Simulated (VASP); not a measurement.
A run of VASP 6.6.1 is set up as follows.

File INCAR:

```
SYSTEM = ZrN
PREC = Accurate
ENCUT = 600
EDIFF = 1E-6
ISMEAR = -1
SIGMA = 0.01
LREAL = .FALSE.
LASPH = .TRUE.
NELM = 120
ALGO = Normal
ISIF = 2
LWAVE = .FALSE.
LCHARG = .FALSE.
GGA = PE
NBANDS = 16
GGA_COMPAT = .FALSE.
```

File KPOINTS:

```
Automatic mesh
0
G
  9 9 9
  0 0 0
```

The input POSCAR:

```
ZrN
1.0
    0.0000000000      2.2688991354      2.2688991354
    2.2688991354      0.0000000000      2.2688991354
    2.2688991354      2.2688991354      0.0000000000
Zr N
1 1
Direct
    0.0000000000      0.0000000000      0.0000000000
    0.5000000000      0.5000000000      0.5000000000
```

Potentials or basis: VASP PAW PBE potentials, release 64 (Zr_sv, N).

Run with:

```console
$ cat potpaw_PBE.64/Zr_sv/POTCAR potpaw_PBE.64/N/POTCAR > POTCAR
$ mpirun -np 1 vasp_std > vasp.out
```

(1) Estimate the pressure.

## Answers

(1) 10.3 GPa.
